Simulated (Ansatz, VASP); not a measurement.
TiRh: VASP beside Ansatz

Contents of INCAR:

```
SYSTEM = TiRh
ALGO     = Normal         ! electronic algorithm
EDIFF    = 1E-6           ! SCF threshold, eV
ENCUT    = 520            ! plane-wave cutoff, eV
GGA      = CA             ! functional
ISIF     = 2              ! what is computed and relaxed
ISMEAR   = -1             ! smearing method
LASPH    = .TRUE.         ! aspherical terms in the spheres
LCHARG   = .FALSE.        ! write CHGCAR
LREAL    = .FALSE.        ! projectors in reciprocal space
LWAVE    = .FALSE.        ! write WAVECAR
NBANDS   = 20             ! bands
NELM     = 100            ! most SCF steps
PREC     = Accurate       ! precision mode
SIGMA    = 0.1            ! smearing width, eV
```

File KPOINTS:

```
k-points
0
G
  11 11 11
  0 0 0
```

POSCAR

```
TiRh
1.0
    3.1463520000      0.0000000000      0.0000000000
    0.0000000000      3.1463520000      0.0000000000
    0.0000000000      0.0000000000      3.1152000000
Ti Rh
1 1
Direct
    0.5000000000      0.5000000000      0.5000000000
    0.0000000000      0.0000000000      0.0000000000
```

Input for Ansatz:

```yaml
crystal:
  lattice:
    - [3.1463520000000003, 0.0, 0.0]
    - [0.0, 3.1463520000000003, 0.0]
    - [0.0, 0.0, 3.1152]
  atoms:
    - { symbol: Ti, position: [0.5, 0.5, 0.5] }
    - { symbol: Rh, position: [0.0, 0.0, 0.0] }
basis:
  ecutwfc: 517.016338673772
kpoints:
  mp_grid:
    grid: [11, 11, 11]
hamiltonian:
  xc: lda
  pseudopotentials:
    kind: paw
scf:
  convergence:
    dr2_threshold: 1.0e-09
  occupations:
    method: fermi_dirac
    width: 0.1
output:
  stress: true
```

Alike in both runs: task single point; functional LDA; k mesh 11 × 11 × 11; occupations fermi-dirac, width 0.1 eV; no spin polarisation.

|  | VASP | Ansatz |
| --- | --- | --- |
| version | VASP 6.6.1 | Ansatz 0.2.0 |
| potentials or method | VASP PAW LDA potentials, release 64 (Ti_sv, Rh_pv), cutoff 520 eV | plane waves, PAW |
| valence electrons in the cell | 27 | 29 |

|  | VASP | Ansatz | Ansatz less VASP |
| --- | --- | --- | --- |
| pressure (GPa) | -15.6 | -16.1 | -0.42 |
| traceless stress, the component that is largest in VASP (GPa) | -0.49 | -0.50 | -0.009 |

LDA's correlation is that of Perdew and Zunger in VASP and of Perdew and Wang (1992) in Ansatz. VASP's potentials hold 27 valence electrons a cell and Ansatz's 29, so a difference there can come from the potentials and not from the codes. Ansatz's warnings: stress scf threshold loose.
